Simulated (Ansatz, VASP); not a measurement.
## Al7Ni8: VASP beside Ansatz

Contents of INCAR:

```
SYSTEM = Al7Ni8
PREC = Accurate ; ENCUT = 520
EDIFF = 1E-6 ; ISMEAR = 0
SIGMA = 0.1 ; LREAL = .FALSE.
LASPH = .TRUE. ; NELM = 120
ALGO = Normal ; ISIF = 2
LWAVE = .FALSE. ; LCHARG = .FALSE.
LDIPOL = .TRUE. ; IDIPOL = 3
DIPOL = 0.5 0.5 0.500 ; NBANDS = 64
GGA_COMPAT = .FALSE. ; NELMDL = -8
```

The input KPOINTS:

```
Automatic mesh
0
G
  9 9 1
  0 0 0
```

Contents of POSCAR:

```
Al7Ni8
1.0
    4.0477133473      0.0000000000      0.0000000000
   -2.0238566737      3.5054225860      0.0000000000
    0.0000000000      0.0000000000     26.5673043804
Ni Al
8 7
Direct
    0.3333333333      0.6666666667      0.2823018810
    0.0000000000      0.0000000000      0.3445013436
    0.6666666667      0.3333333333      0.4067008061
    0.3333333333      0.6666666667      0.4689002687
    0.0000000000      0.0000000000      0.5310997313
    0.6666666667      0.3333333333      0.5932991939
    0.3333333333      0.6666666667      0.6554986564
    0.0000000000      0.0000000000      0.7176981190
    0.6666666667      0.3333333333      0.3134016123
    0.3333333333      0.6666666667      0.3756010749
    0.0000000000      0.0000000000      0.4378005374
    0.6666666667      0.3333333333      0.5000000000
    0.3333333333      0.6666666667      0.5621994626
    0.0000000000      0.0000000000      0.6243989251
    0.6666666667      0.3333333333      0.6865983877
```

Input for Ansatz:

```yaml
crystal:
  lattice:
    - [4.0477133473, 0.0, 0.0]
    - [-2.0238566737, 3.505422586, 0.0]
    - [0.0, 0.0, 26.5673043804]
  atoms:
    - { symbol: Ni, position: [0.3333333333, 0.6666666667, 0.282301881] }
    - { symbol: Al, position: [0.6666666667, 0.3333333333, 0.3134016123] }
    - { symbol: Ni, position: [0.0, 0.0, 0.3445013436] }
    - { symbol: Al, position: [0.3333333333, 0.6666666667, 0.3756010749] }
    - { symbol: Ni, position: [0.6666666667, 0.3333333333, 0.4067008061] }
    - { symbol: Al, position: [0.0, 0.0, 0.4378005374] }
    - { symbol: Ni, position: [0.3333333333, 0.6666666667, 0.4689002687] }
    - { symbol: Al, position: [0.6666666667, 0.3333333333, 0.5] }
    - { symbol: Ni, position: [0.0, 0.0, 0.5310997313] }
    - { symbol: Al, position: [0.3333333333, 0.6666666667, 0.5621994626] }
    - { symbol: Ni, position: [0.6666666667, 0.3333333333, 0.5932991939] }
    - { symbol: Al, position: [0.0, 0.0, 0.6243989251] }
    - { symbol: Ni, position: [0.3333333333, 0.6666666667, 0.6554986564] }
    - { symbol: Al, position: [0.6666666667, 0.3333333333, 0.6865983877] }
    - { symbol: Ni, position: [0.0, 0.0, 0.717698119] }
basis:
  ecutwfc: 420
kpoints:
  mp_grid: { grid: [9, 9, 1] }
hamiltonian:
  xc: lda
scf:
  occupations: { method: gaussian, width: 0.1 }
output:
  forces: true
  stress: true
  eigenvalues: true
  write_density: true
  write_potential: true
  elf: true
  volumetric_format: npy
efield:
  axis: 3
  dipole_correction: true
  ramp_width: 0.04
```

Alike in both runs: task single point; functional LDA; k mesh 9 × 9 × 1; occupations gaussian, width 0.1 eV; no spin polarisation.

```csv
,VASP,Ansatz
version,VASP 6.6.1,Ansatz 0.2.0
potentials or method,"VASP PAW LDA potentials, release 64 (Ni, Al), cutoff 520 eV","scalar-relativistic, plane waves, PAW"
valence electrons in the cell,101,165
```

```csv
,VASP,Ansatz,Ansatz less VASP
gap on the k mesh at the Fermi level (eV),none,none,-
rms of the force components (eV/Å),0.412,0.420,+0.0083
```

LDA's correlation is that of Perdew and Zunger in VASP and of Perdew and Wang (1992) in Ansatz. A gap of «none» marks a metal or a gap that the smearing closes. VASP's potentials hold 101 valence electrons a cell and Ansatz's 165, so a difference there can come from the potentials and not from the codes. Ansatz's warnings: xc potential rough in thin density.
